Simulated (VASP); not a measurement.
Set up this calculation in VASP 6.6.1, as the native input.

* Task: relaxation of cell and atoms
* Functional: PBE
* Potentials or basis: VASP PAW PBE potentials, release 64 (Ga_d, Mo_sv)
* Cutoff: 600 eV
* k mesh: 7 × 4 × 5
* Occupations: gaussian, width 0.2 eV
* Spin: no spin polarisation
* Dipole correction: no
* Further INCAR settings: ALGO = Normal; EDIFF = 1e-06; IBRION = 2; EDIFFG = -0.08; NSW = 36; ISIF = 3

The structure of GaMo lies in POSCAR:

```
GaMo
1.0
    2.8165250600      0.0000000000      0.0000000000
    0.0000000000      5.6195919200      0.0000000000
    0.0000000000      0.0000000000      4.4312143400
Ga Mo
2 2
Direct
    0.5000000000      0.0000000000      0.0503881100
    0.0000000000      0.5000000000      0.9496118900
    0.5000000000      0.0000000000      0.5336079500
    0.0000000000      0.5000000000      0.4663920500
```

The cell was generated, and may not be a known phase.

The input as run:

INCAR

```
PREC = Accurate
ENCUT = 600
EDIFF = 1E-6
ISMEAR = 0
SIGMA = 0.2
LREAL = False
LASPH = True
NELM = 80
ALGO = Normal
ISIF = 3
LWAVE = False
LCHARG = False
GGA = PE
IBRION = 2
NSW = 36
EDIFFG = -0.08
```

KPOINTS

```
regular mesh
0
Gamma
  7 4 5
```

Potentials or basis: VASP PAW PBE potentials, release 64 (Ga_d, Mo_sv).

The run is started by

```bash
$ cat potpaw_PBE.64/Ga_d/POTCAR potpaw_PBE.64/Mo_sv/POTCAR > POTCAR
$ mpirun -np 1 vasp_std > vasp.out
```

It gave:

The relaxed volume is 15.57 Å³/atom. The relaxed cell is a = 3.315 Å, b = 3.300 Å, c = 5.694 Å, α = 90.00°, β = 90.00°, γ = 90.00° and the space group after relaxing (to 0.1 Å) is P4/nmm (No. 129). The energy gained by relaxing is 1619.9 meV/atom and the ionic steps are 35. The pressure after relaxing is -0.2 GPa. The largest force after relaxing is 0.040 eV/Å and the band gap on the k mesh is zero (bands 27 and 28 overlap by 1.94 eV).

Caveat: a cell axis changed by over 15 % at a fixed basis, so the end point is rough; the relaxation stopped at a loose force limit of 0.08 eV/Å, so its end isn't a converged minimum.

Run time: 14 min on 1 thread of Intel(R) Xeon(R) 6975P-C (Granite Rapids), with other jobs on the host, peak memory 0.27 GiB.
